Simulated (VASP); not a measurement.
Here is a VASP 6.6.1 calculation.

Contents of POSCAR:

```
Al3GaN4
1.0
    0.0000000000     -4.4012372922      0.0000000000
    0.0000000000      0.0000000000     -4.4012372922
    8.8024745843     -0.7336862566      0.7336862566
Al Ga N
6 2 8
Direct
    0.3434853700      1.1565146300      0.9389000000
    0.4268353700      1.0731646300      0.4389000000
    0.8434853700      0.6565146300      0.9389000000
    0.9268353700      0.5731646300      0.4389000000
    0.4685103700      0.5314896300      0.1889000000
    0.3851603700      0.6148396300      0.6889000000
    0.9685103700      1.0314896300      0.1889000000
    0.8851603700      1.1148396300      0.6889000000
    0.2453516221      0.7546483779      0.0611290801
    0.1620016221      0.8379983779      0.5611290801
    0.7342679425      0.2657320575      0.0611290801
    0.6509179425      0.3490820575      0.5611290801
    0.1194027975      0.3916808821      0.8166709199
    0.2027527975      0.3083308821      0.3166709199
    0.6083191179      0.8805972025      0.8166709199
    0.6916691179      0.7972472025      0.3166709199
```

File INCAR.step1:

```
  PREC = Accurate
  ENCUT = 520
  ISMEAR = 0
  SIGMA = 0.05
  LREAL = Auto
  LASPH = True
  NELM = 100
  NBANDS = 56
  GGA = PE
  ALGO = Normal
  EDIFF = 1E-4
  LWAVE = True
  LCHARG = False
```

The input INCAR.step2:

```
  PREC = Accurate
  ENCUT = 520
  EDIFF = 1E-6
  ISMEAR = 0
  SIGMA = 0.05
  LREAL = Auto
  LASPH = True
  NELM = 100
  ALGO = Normal
  ISIF = 2
  LWAVE = False
  LCHARG = False
  METAGGA = R2SCAN
  LMIXTAU = True
  NBANDS = 56
  ISTART = 1
```

KPOINTS

```
Automatic mesh
0
Gamma
  5 5 3
```

Potentials or basis: VASP PAW PBE potentials, release 64 (Al, Ga_d, N).

Launch:

```console
$ cat potpaw_PBE.64/Al/POTCAR potpaw_PBE.64/Ga_d/POTCAR potpaw_PBE.64/N/POTCAR > POTCAR
$ cp INCAR.step1 INCAR
$ mpirun -np 1 vasp_std > vasp.out
$ cp INCAR.step2 INCAR
$ mpirun -np 1 vasp_std > vasp.out
```

(1) What does it give for the band gap on the k mesh?

(2) Predict the largest force.

Results:

(1) 1.96 eV (least direct gap 2.02 eV).

(2) 3.688 eV/Å.

Caveat: the PAW data sets were made with another functional, which shifts forces and pressure a little; an odd mesh through Γ misses points on the zone boundary, where band edges can lie.
